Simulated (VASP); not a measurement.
A run of VASP 6.6.1 is set up as follows.

The input POSCAR:

```
RbBr
1.0
    0.0000000000      3.3912309200      3.3912309200
    3.3912309200      0.0000000000      3.3912309200
    3.3912309200      3.3912309200      0.0000000000
Rb Br
1 1
Direct
    0.0000000000      0.0000000000      0.0000000000
    0.5000000000      0.5000000000      0.5000000000
```

File INCAR.step1:

```
  PREC = Accurate
  ENCUT = 520
  ISMEAR = -1
  SIGMA = 0.02
  LREAL = False
  LASPH = True
  NELM = 100
  NBANDS = 15
  GGA = PE
  ALGO = Normal
  EDIFF = 1E-4
  LWAVE = True
  LCHARG = False
```

INCAR.step2

```
  PREC = Accurate
  ENCUT = 520
  EDIFF = 1E-6
  ISMEAR = -1
  SIGMA = 0.02
  LREAL = False
  LASPH = True
  NELM = 100
  ALGO = Normal
  ISIF = 2
  LWAVE = False
  LCHARG = True
  METAGGA = R2SCAN
  LMIXTAU = True
  LELF = True
  LVHAR = True
  NBANDS = 15
  ISTART = 1
```

The input KPOINTS:

```
Automatic mesh
0
Gamma
  8 8 8
```

Potentials or basis: VASP PAW PBE potentials, release 64 (Rb_sv, Br).

The run is started by

```bash
$ cat potpaw_PBE.64/Rb_sv/POTCAR potpaw_PBE.64/Br/POTCAR > POTCAR
$ cp INCAR.step1 INCAR
$ mpirun -np 1 vasp_std > vasp.out
$ cp INCAR.step2 INCAR
$ mpirun -np 1 vasp_std > vasp.out
```

**Question.** What does it give for the band gap on the k mesh?

**Answer.** 5.06 eV, direct.

**Question.** Estimate the pressure.

**Answer.** 1.1 GPa.

Caveat: the PAW data sets were made with another functional, which shifts forces and pressure a little. r2SCAN opens gaps a little over a GGA but as a rule still falls short of measured ones.
